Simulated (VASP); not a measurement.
Wanted: the native input for a VASP 6.6.1 run.

- Task: single point
- Functional: r2SCAN
- Potentials or basis: VASP PAW PBE potentials, release 64 (B, N)
- Cutoff: 520 eV
- k mesh: 12 × 12 × 6
- Occupations: gaussian, width 0.05 eV
- Spin: no spin polarisation
- Dipole correction: no
- Further INCAR settings: ALGO = Normal; EDIFF = 1e-06; NBANDS = 16

The system is BN.

```
B N
1.0
     2.55394    0.00000    0.00000
    -1.27697    2.21178    0.00000
     0.00000    0.00000    4.22685
B N
2 2
Direct
  0.66667 0.33333 0.99972
  0.33333 0.66667 0.49972
  0.75401 0.39727 0.67259
  0.33333 0.66667 0.12528
```

This cell differs from its parent crystal: atom 3 (N) moved by (+0.200, +0.200) A along [1 1 0] and z.

One way to write it, as run:

POSCAR

```
BN
1.0
    2.5539396017      0.0000000000      0.0000000000
   -1.2769698009      2.2117765748      0.0000000000
    0.0000000000      0.0000000000      4.2268550000
B N
2 2
Direct
    0.6666666667      0.3333333333      0.9997240000
    0.3333333333      0.6666666667      0.4997240000
    0.7540105546      0.3972734970      0.6725925036
    0.3333333333      0.6666666667      0.1252760000
```

INCAR.step1

```
  PREC = Accurate
  ENCUT = 520
  ISMEAR = 0
  SIGMA = 0.05
  LREAL = False
  LASPH = True
  NELM = 100
  NBANDS = 16
  GGA = PE
  ALGO = Normal
  EDIFF = 1E-4
  LWAVE = True
  LCHARG = False
```

INCAR.step2

```
  PREC = Accurate
  ENCUT = 520
  EDIFF = 1E-6
  ISMEAR = 0
  SIGMA = 0.05
  LREAL = False
  LASPH = True
  NELM = 100
  ALGO = Normal
  ISIF = 2
  LWAVE = False
  LCHARG = True
  METAGGA = R2SCAN
  LMIXTAU = True
  LELF = True
  LVHAR = True
  NBANDS = 16
  ISTART = 1
```

KPOINTS

```
Automatic mesh
0
Gamma
  12 12 6
```

Potentials or basis: VASP PAW PBE potentials, release 64 (B, N).

The run is started by

```console
$ cat potpaw_PBE.64/B/POTCAR potpaw_PBE.64/N/POTCAR > POTCAR
$ cp INCAR.step1 INCAR
$ mpirun -np 1 vasp_std > vasp.out
$ cp INCAR.step2 INCAR
$ mpirun -np 1 vasp_std > vasp.out
```

Results of the run:

```yaml
Pressure: 8.1 GPa
Largest_force: 8.995 eV/Å
Band_gap_on_the_k_mesh: 3.47 eV (least direct gap 7.38 eV)
```

Caveat: the cell differs from its parent crystal (atom 3 (N) moved by (+0.200, +0.200) A along [1 1 0] and z); the stress differs along the axes, from 5 to 14 GPa; the PAW data sets were made with another functional, which shifts forces and pressure a little.

Run time: 3.3 min on 1 thread of Intel(R) Xeon(R) 6975P-C (Granite Rapids), with other jobs on the host, peak memory 0.24 GiB.
